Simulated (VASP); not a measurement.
# RbBr in VASP: further runs

Aim: see how the results for RbBr move with the level of theory and the settings. Levels: PBE, r2SCAN. Tasks: single point.

All numbers are computed with VASP 6.6.1; they aren't measurements. Logs are shortened: lines on timing, memory, paths and dates and some standing lists are left out, and cuts for length are marked.

## 1. The cell of the first run

It takes space group R-3m (No. 166, trigonal). The conventional cell has a = 4.894 Å, b = 4.894 Å, c = 12.288 Å, α = 90.00°, β = 90.00°, γ = 120.00°. Within 4.6 Å of Rb (site symmetry -3m) lie 6 Br at 3.49 Å. Br (site symmetry -3m) has 6 Rb at 3.49 Å within 4.6 Å.

## 2. Single point, PBE (strain along [111] +2.5%)

The input, INCAR:

```
SYSTEM = RbBr
PREC = Accurate ; ENCUT = 520
EDIFF = 1E-6 ; ISMEAR = -1
SIGMA = 0.02 ; LREAL = .FALSE.
LASPH = .TRUE. ; NELM = 60
ALGO = Normal ; ISIF = 2
LWAVE = .FALSE. ; LCHARG = .TRUE.
GGA = PE ; LELF = .TRUE.
LVHAR = .TRUE. ; NBANDS = 15
```

The input, KPOINTS:

```
regular mesh
0
G
  6 6 6
  0 0 0
```

The input, POSCAR:

```
RbBr
1.0
    0.0576804316      3.5185063249      3.5185063249
    3.5185063249      0.0576804316      3.5185063249
    3.5185063249      3.5185063249      0.0576804316
Rb Br
1 1
Direct
    0.0000000000      0.0000000000      0.0000000000
    0.5000000000      0.5000000000      0.5000000000
```

Potentials or basis: VASP PAW PBE potentials, release 64 (Rb_sv, Br).

Launch:

```console
$ cat potpaw_PBE.64/Rb_sv/POTCAR potpaw_PBE.64/Br/POTCAR > POTCAR
$ mpirun -np 1 vasp_std > vasp.out
```

OUTCAR:

```text
SYSTEM = RbBr
   PREC = Accurate
   ENCUT = 520
   EDIFF = 1E-6
   ISMEAR = -1
   LREAL = .FALSE.
   LASPH = .TRUE.
   NELM = 60
   ISIF = 2
   GGA = PE

 ion  position               nearest neighbor table
   1  0.000  0.000  0.000-   2 3.49   2 3.49   2 3.49   2 3.49   2 3.49   2 3.49
   2  0.500  0.500  0.500-   1 3.49   1 3.49   1 3.49   1 3.49   1 3.49   1 3.49

  LATTYP: Found a trigonal (rhomboedric) cell.
 ALAT       =     4.9762536661
 COS(alpha) =     0.5163240629

  Lattice vectors:

 A1 = (   0.0576804316,   3.5185063249,   3.5185063249)
 A2 = (   3.5185063249,   0.0576804316,   3.5185063249)
 A3 = (   3.5185063249,   3.5185063249,   0.0576804316)

Analysis of symmetry for initial positions (statically):
=====================================================================
 Subroutine PRICEL returns:
 Original cell was already a primitive cell.

 Routine SETGRP: Setting up the symmetry group for a
 trigonal (rhombohedral) supercell.

 Subroutine GETGRP returns: Found 12 space group operations
 (whereof 12 operations were pure point group operations)
 out of a pool of 12 trial point group operations.

The static configuration has the point symmetry D_3d.

Analysis of symmetry for dynamics (positions and initial velocities):
=====================================================================
 Subroutine PRICEL returns:
 Original cell was already a primitive cell.

 Routine SETGRP: Setting up the symmetry group for a
 trigonal (rhombohedral) supercell.

 Subroutine GETGRP returns: Found 12 space group operations
 (whereof 12 operations were pure point group operations)
 out of a pool of 12 trial point group operations.

The dynamic configuration has the point symmetry D_3d.

 Subroutine INISYM returns: Found 12 space group operations
 (whereof 12 operations are pure point group operations),
 and found     1 'primitive' translations

----------------------------------------------------------------------------------------

                                     Primitive cell

  volume of cell :      84.9754

  direct lattice vectors                    reciprocal lattice vectors
     0.057680432  3.518506325  3.518506325    -0.145648772  0.143299598  0.143299598
     3.518506325  0.057680432  3.518506325     0.143299598 -0.145648772  0.143299598
     3.518506325  3.518506325  0.057680432     0.143299598  0.143299598 -0.145648772

  length of vectors
[... 91 lines left out ...]
   TEBEG  =    0.0;   TEEND  =   0.0 temperature during run
   PSTRESS=    0.0 pullay stress
   NELECT =      16.0000    total number of electrons
   NUPDOWN=      -1.0000    fix difference up-down
   EMIN   =  10.00;   EMAX   =-10.00  energy-range for DOS
   EFERMI =   0.00;   METHOD = LEGACY
   ISMEAR =    -1;   SIGMA  =   0.02  broadening in eV -4-tet -1-fermi 0-gaus
   EFERMI_NEDOS =   21; number of points for ismear=-14 and -15
   IALGO  =     38    algorithm
   IMIX   =      4    mixing-type and parameters
     AMIX     =   0.40;   BMIX     =  1.00
     AMIX_MAG =   1.60;   BMIX_MAG =  1.00
  volume/ion in A,a.u.               =      42.49       286.72
  Fermi-wavevector in a.u.,A,eV,Ry     =   0.938319  1.773166 11.979145  0.880442
  Thomas-Fermi vector in A             =   2.065519
   LORBIT       =      0    0 simple, 1 ext, 2 COOP (PROOUT), +10 PAW based schemes
   GGA     = PE    functional components
   LHFCALC =     F    Hartree Fock is set to
   AEXX    =    0.0000 exact exchange contribution
   IVDW    =     0    specifies the selected vdW correction
   LEPSILON=     F    determine dielectric tensor
   LRPA    =     F    only Hartree local field effects (RPA)
 non-spin polarized calculation
  energy-cutoff  :      520.00
  volume of cell :       84.98
 maximum number of plane-waves:      2300
 NGX is ok and might be reduce to    40
   NGX = 19   NGY = 19   NGZ = 19

 number of electron      15.9999999 magnetization

 Free energy of the ion-electron system (eV)
  ---------------------------------------------------
  ext. energy  EPLUGINS =         0.00000000
  ---------------------------------------------------
  free energy    TOTEN  =        -6.11353242 eV

  energy without entropy =       -6.11353242  energy(sigma->0) =       -6.11353242

 E-fermi :  -1.4764     XC(G=0):  -7.0220

 val. band max:       -1.9341114680   @ k =   0.0000   0.0000   0.0000
 cond. band min:       2.2780952988   @ k =   0.0000   0.0000   0.0000
 fundamental gap:      4.2122067668
 Fermi energy:        -1.4764041336

 k-point     1 :       0.0000    0.0000    0.0000
  band No.  band energies     occupation
      1     -26.4818      2.00000
      2     -14.0772      2.00000
      3     -10.5542      2.00000
      4     -10.5542      2.00000
      5     -10.5531      2.00000
      6      -1.9734      2.00000
      7      -1.9341      2.00000
      8      -1.9341      2.00000
      9       2.2781      0.00000
     10       5.1936      0.00000
     11       5.3716      0.00000
     12       5.3716      0.00000
     13       6.1657      0.00000
     14       6.1657      0.00000
[... 401 lines left out ...]
      2     -14.0466      2.00000
      3     -10.6794      2.00000
      4     -10.6332      2.00000
      5     -10.5589      2.00000
      6      -2.3503      2.00000
      7      -2.3213      2.00000
      8      -2.1995      2.00000
      9       4.3593      0.00000
     10       5.6868      0.00000
     11       5.9005      0.00000
     12       6.7725      0.00000
     13       7.8519      0.00000
     14       8.6987      0.00000
     15       9.1050      0.00000

 [... further k-points ...]

------------------------ aborting loop because EDIFF is reached ----------------------------------------

  FORCE on cell =-STRESS in cart. coord.  units (eV):
  Direction    XX          YY          ZZ          XY          YZ          ZX
  --------------------------------------------------------------------------------------
  -------------------------------------------------------------------------------------
  Total        0.1164651      0.1164651      0.1164651     -0.0374856     -0.0374856     -0.0374856
  in kB        2.1959041      2.1959041      2.1959041     -0.7067769     -0.7067769     -0.7067769
  external PRESSURE =       2.1959041 kB  Pullay stress =       0.0000000 kB

 VOLUME and BASIS-vectors are now :
 -----------------------------------------------------------------------------
  energy-cutoff  :      520.00
  volume of cell :       84.98
      direct lattice vectors                 reciprocal lattice vectors
     0.057680432  3.518506325  3.518506325    -0.145648772  0.143299598  0.143299598
     3.518506325  0.057680432  3.518506325     0.143299598 -0.145648772  0.143299598
     3.518506325  3.518506325  0.057680432     0.143299598  0.143299598 -0.145648772

 POSITION                                       TOTAL-FORCE (eV/Angst)
 -----------------------------------------------------------------------------------
      0.00000      0.00000      0.00000        -0.000000      0.000000      0.000000
      3.54735      3.54735      3.54735         0.000000     -0.000000     -0.000000
 -----------------------------------------------------------------------------------
    total drift:                                0.000000     -0.000000     -0.000000

  FREE ENERGIE OF THE ION-ELECTRON SYSTEM (eV)
  ---------------------------------------------------
  free  energy   TOTEN  =        -6.1135324230 eV

  energy  without entropy=       -6.1135324230  energy(sigma->0) =       -6.11353242
```

It took 66 s on 1 thread of Intel Xeon Platinum 8488C (Sapphire Rapids), shared host; peak memory 0.24 GiB.

What came out:

| Item | Value |
| --- | --- |
| Free energy | -6.1135 eV |
| Pressure | 0.2 GPa |
| Band gap on the k mesh | 4.21 eV |

Caveat: the cell differs from its parent crystal (strain along [111] +2.5%).

## 3. Single point, PBE (shear xy strain +3.0%)

The input, INCAR:

```
SYSTEM = RbBr
  PREC = Accurate
  ENCUT = 520
  EDIFF = 1E-6
  ISMEAR = -1
  SIGMA = 0.02
  LREAL = .False.
  LASPH = .True.
  NELM = 60
  ALGO = Normal
  ISIF = 2
  LWAVE = .False.
  LCHARG = .False.
  GGA = PE
  NBANDS = 15
```

The input, KPOINTS:

```
regular mesh
0
Gamma
  6 6 6
  0 0 0
```

The input, POSCAR:

```
RbBr
1.0
    0.0519123884      3.4608258933      3.4608258933
    3.4608258933      0.0519123884      3.4608258933
    3.5127382817      3.5127382817      0.0000000000
Rb Br
1 1
Direct
    0.0000000000      0.0000000000      0.0000000000
    0.5000000000      0.5000000000      0.5000000000
```

Potentials or basis: VASP PAW PBE potentials, release 64 (Rb_sv, Br).

Launch:

```console
$ cat potpaw_PBE.64/Rb_sv/POTCAR potpaw_PBE.64/Br/POTCAR > POTCAR
$ mpirun -np 1 vasp_std > vasp.out
```

OUTCAR:

```text
SYSTEM = RbBr
   PREC = Accurate
   ENCUT = 520
   EDIFF = 1E-6
   ISMEAR = -1
   LREAL = .False.
   LASPH = .True.
   NELM = 60
   ISIF = 2
   GGA = PE

 ion  position               nearest neighbor table
   1  0.000  0.000  0.000-   2 3.46   2 3.46   2 3.46   2 3.46   2 3.46   2 3.46
   2  0.500  0.500  0.500-   1 3.46   1 3.46   1 3.46   1 3.46   1 3.46   1 3.46

  LATTYP: Found a body centered orthorhombic cell.
 ALAT       =     4.8209317116
 B/A-ratio  =     1.0304568528
[... 622 lines left out ...]
------------------------ aborting loop because EDIFF is reached ----------------------------------------

  FORCE on cell =-STRESS in cart. coord.  units (eV):
  Direction    XX          YY          ZZ          XY          YZ          ZX
  --------------------------------------------------------------------------------------
  -------------------------------------------------------------------------------------
  Total        0.2916086      0.2916086      0.2897086     -0.0606866      0.0000000      0.0000000
  in kB        5.6368886      5.6368886      5.6001608     -1.1730906      0.0000000      0.0000000
  external PRESSURE =       5.6246460 kB  Pullay stress =       0.0000000 kB

 VOLUME and BASIS-vectors are now :
 -----------------------------------------------------------------------------
  energy-cutoff  :      520.00
  volume of cell :       82.88
      direct lattice vectors                 reciprocal lattice vectors
     0.051912388  3.460825893  3.460825893    -0.146674299  0.146674299  0.144474185
     3.460825893  0.051912388  3.460825893     0.146674299 -0.146674299  0.144474185
     3.512738282  3.512738282  0.000000000     0.142339098  0.142339098 -0.144474185

 POSITION                                       TOTAL-FORCE (eV/Angst)
 -----------------------------------------------------------------------------------
      0.00000      0.00000      0.00000        -0.000000     -0.000000     -0.000000
      3.51274      3.51274      3.46083         0.000000      0.000000      0.000000
 -----------------------------------------------------------------------------------
    total drift:                                0.000000      0.000000      0.000000

  FREE ENERGIE OF THE ION-ELECTRON SYSTEM (eV)
  ---------------------------------------------------
  free  energy   TOTEN  =        -6.1083188123 eV

  energy  without entropy=       -6.1083188123  energy(sigma->0) =       -6.10831881
```

OSZICAR:

```text
N       E                     dE             d eps       ncg     rms          rms(c)
DAV:   1     0.838621839073E+02    0.83862E+02   -0.65514E+03  1388   0.905E+02
DAV:   2    -0.291799469400E+00   -0.84154E+02   -0.77419E+02  1990   0.164E+02
DAV:   3    -0.617493815286E+01   -0.58831E+01   -0.58523E+01  1887   0.445E+01
DAV:   4    -0.633349596606E+01   -0.15856E+00   -0.15853E+00  1944   0.681E+00
DAV:   5    -0.633468662793E+01   -0.11907E-02   -0.11906E-02  1944   0.582E-01    0.277E+00
DAV:   6    -0.611292636129E+01    0.22176E+00   -0.27014E-01  1737   0.235E+00    0.182E+00
DAV:   7    -0.609529014998E+01    0.17636E-01   -0.12598E-01  1835   0.171E+00    0.934E-01
DAV:   8    -0.610744013998E+01   -0.12150E-01   -0.15257E-02  1439   0.701E-01    0.108E-01
DAV:   9    -0.610787165637E+01   -0.43152E-03   -0.66263E-04  1930   0.132E-01    0.697E-02
DAV:  10    -0.610831116673E+01   -0.43951E-03   -0.57097E-04  1422   0.131E-01    0.281E-02
DAV:  11    -0.610831254766E+01   -0.13809E-05   -0.32099E-05  1865   0.297E-02    0.922E-03
DAV:  12    -0.610831855265E+01   -0.60050E-05   -0.99743E-06  1422   0.184E-02    0.127E-03
DAV:  13    -0.610831881232E+01   -0.25967E-06   -0.30175E-07  1565   0.330E-03
   1 F= -.61083188E+01 E0= -.61083188E+01  d E =-.187972E-10
```

stdout:

```text
POSCAR found type information on POSCAR RbBr
 POSCAR found :  2 types and       2 ions
 scaLAPACK will be used
 LDA part: xc-table for (Slater+PW92), standard interpolation
 POSCAR, INCAR and KPOINTS ok, starting setup
 FFT: planning ... GRIDC
 FFT: planning ... GRID_SOFT
 FFT: planning ... GRID
 WAVECAR not read
 entering main loop
```

Wall time 66 s (1 thread of Intel Xeon Platinum 8488C (Sapphire Rapids), shared host); peak memory 0.24 GiB.

Results:

| Item | Value |
| --- | --- |
| Free energy | -6.1083 eV |
| Pressure | 0.6 GPa |
| Band gap on the k mesh | 4.26 eV |

Stress tensor (GPa, compression positive):
```
 0.56 -0.12  0.00
-0.12  0.56  0.00
 0.00  0.00  0.56
```

Levels at points of the mesh, in eV from the valence-band top:
```
           k point  band 6  band 7  band 8  band 9  band 10  band 11
(0.00, 0.00, 0.00)   -0.05   -0.03    0.00    4.26     7.13     7.25
(0.50, 0.00, 0.00)   -0.96   -0.39   -0.36    6.72     7.63     9.32
(0.50, 0.50, 0.00)   -0.49   -0.21   -0.15    5.61     7.00     9.03
(0.00, 0.00, 0.50)   -0.97   -0.35   -0.31    6.71     7.54     9.26
(0.50, 0.00, 0.50)   -0.49   -0.18   -0.18    5.61     6.99     9.03
```

Caveat: the cell differs from its parent crystal (shear xy strain +3.0%).

(Continued in part 2 of 2.)
